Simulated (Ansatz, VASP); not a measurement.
Given: the input of a run of Ansatz 0.2.0 on InPd.

File input.yaml:

```yaml
crystal:
  lattice:
    - [0.0, 2.74607, 2.74607]
    - [2.74607, 0.0, 2.74607]
    - [2.74607, 2.74607, 0.0]
  atoms:
    - { symbol: In, position: [0.0, 0.0, 0.0] }
    - { symbol: Pd, position: [0.5, 0.5, 0.5] }
hamiltonian:
  xc: blyp
  pseudopotentials: { kind: paw }
kpoints:
  mp_grid: { grid: [8, 8, 8] }
scf:
  occupations: { method: fermi_dirac, width: 0.05 }
output:
  forces: true
  stress: true
  eigenvalues: true
relax:
  f_tol: 0.01
  max_steps: 40
  cell: { stress_tol: 0.05 }
```

Potentials or basis: Ansatz PAW.

Command:

```bash
$ ansatz run input.yaml --threads 2 --pin off --max-ram 5632MiB --backend cpu --events-out ev --progress --plain --runs-dir out
```

Task: Set up the same calculation for VASP 6.6.1. Potentials there: VASP PAW PBE potentials, release 64 (In_d, Pd).

Result: As run (the cutoff follows the program's own potentials):

The input INCAR:

```
PREC = Accurate ; ENCUT = 600
EDIFF = 1E-7 ; ISMEAR = -1
SIGMA = 0.05 ; LREAL = F
LASPH = T ; NELM = 80
ALGO = Fast ; ISIF = 3
LWAVE = F ; LCHARG = F
GGA = B5 ; ALDAX = 1.0
AGGAX = 1.0 ; AGGAC = 1.0
ALDAC = 0.0 ; IBRION = 2
NSW = 60 ; EDIFFG = -0.005
```

The input KPOINTS:

```
Automatic mesh
0
Gamma
  8 8 8
```

The input POSCAR:

```
InPd
1.0
    0.0000000000      2.7460700000      2.7460700000
    2.7460700000      0.0000000000      2.7460700000
    2.7460700000      2.7460700000      0.0000000000
In Pd
1 1
Direct
    0.0000000000      0.0000000000      0.0000000000
    0.5000000000      0.5000000000      0.5000000000
```

Potentials or basis: VASP PAW PBE potentials, release 64 (In_d, Pd).

Launch:

```bash
$ cat potpaw_PBE.64/In_d/POTCAR potpaw_PBE.64/Pd/POTCAR > POTCAR
$ mpirun -np 1 vasp_std > vasp.out
```

Both were run:

|  | VASP | Ansatz | Ansatz less VASP |
| --- | --- | --- | --- |
| gap on the k mesh at the Fermi level, each at its own relaxed structure (eV) | none | none | - |
| relaxed volume (Å³/atom) | 22.36 | 22.29 | -0.068 |
| relaxed cell length with the largest relative difference (Å) | 3.984 | 3.980 | -0.0040 |

VASP's potentials were made for PBE, not for BLYP. A gap of «none» marks a metal or a gap that the smearing closes. VASP's potentials hold 23 valence electrons a cell and Ansatz's 31, so a difference there can come from the potentials and not from the codes.

Noted on Ansatz's run: the plane-wave basis is chosen anew once the cell has moved, so the energies of steps on either side of that aren't comparable.
